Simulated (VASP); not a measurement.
Runs of VASP 6.6.1 on PtS2. The structure is that of space group P-3m1 (No. 164), or close to it. The cells are those of the table. 

```csv
level,potentials or basis,cell,k mesh,gap on the mesh (eV),pressure (GPa),largest force (eV/Å)
LDA,"VASP PAW LDA potentials, release 64 (Pt, S)","a = 3.519, b = 3.519, c = 5.005 Å, angles 90.0, 90.0, 120.0°, 3 atoms",9 × 9 × 5,0.93,(b),1.12
LDA,"VASP PAW LDA potentials, release 64 (Pt, S)","a = 3.590, b = 3.590, c = 5.105 Å, angles 90.0, 90.0, 120.0°, 3 atoms",9 × 9 × 5,0.87,-2.3,0.24
r2SCAN,"VASP PAW PBE potentials, release 64 (Pt, S)","a = 3.495, b = 3.495, c = 4.971 Å, angles 90.0, 90.0, 120.0°, 3 atoms",9 × 9 × 5,1.24,17.2,1.89
PBEsol,"VASP PAW PBE potentials, release 64 (Pt, S)","a = 3.543, b = 3.559, c = 5.039 Å, angles 90.0, 90.0, 120.4°, 3 atoms",7 × 7 × 5,(a),6.1,0.94
r2SCAN,"VASP PAW PBE potentials, release 64 (Pt, S)","a = 3.567, b = 3.567, c = 5.072 Å, angles 90.0, 90.0, 120.0°, 3 atoms",9 × 9 × 5,1.17,5.9,0.91
LDA,"VASP PAW LDA potentials, release 64 (Pt, S)","a = 3.613, b = 3.613, c = 5.138 Å, angles 90.0, 90.0, 120.0°, 3 atoms",9 × 9 × 5,0.85,-4.8,-
```

Alike in all rows: no spin polarisation.

**Question.** Fill in the values left out.

**Answer.** (a) 0.76; (b) 7.0.

Caveats: spin-orbit coupling is left out, which moves the levels of the heavy elements; an odd mesh through Γ misses points on the zone boundary, where band edges can lie; the cell stands under pressure (at least some runs); the PAW data sets were made with another functional, which shifts forces and pressure a little (at least some runs); forces of over 1 eV/Å act on the atoms, so gaps and moduli don't describe the material at rest (at least some runs); the cell stands under tension (at least some runs).

A k mesh can miss the band edges, and the runs leave out spin-orbit coupling on Pt.
